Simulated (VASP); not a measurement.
The system is Sb.

```
Sb
1.0
     2.16470    1.24979    3.82741
    -2.16470    1.24979    3.82741
     0.00000   -2.49958    3.82741
Sb
2
Direct
  0.23152 0.23152 0.23152
  0.76848 0.76848 0.76848
```

Base run:

```yaml
Program: VASP 6.6.1
Functional: r2SCAN
Potentials_or_basis: VASP PAW PBE potentials, release 64 (Sb)
Cutoff: 520 eV
k_mesh: 8 × 8 × 8
Occupations: fermi-dirac, width 0.02 eV
Spin: no spin polarisation
```

Its results: band gap on the k mesh zero (band 5 reaches 7.06 eV, above the bottom of band 6 at 6.81 eV); pressure 0.9 GPa; largest force 0.114 eV/Å.

Q: The run is repeated on the same cell with these changes: functional from r2SCAN to PBE. What comes out?

A: Band gap on the k mesh zero (band 5 reaches 7.04 eV, above the bottom of band 6 at 6.72 eV); pressure 1.9 GPa; largest force 0.267 eV/Å.

Caveats: spin-orbit coupling is left out, which moves the levels of the heavy elements; the PAW data sets were made with another functional, which shifts forces and pressure a little (some runs).
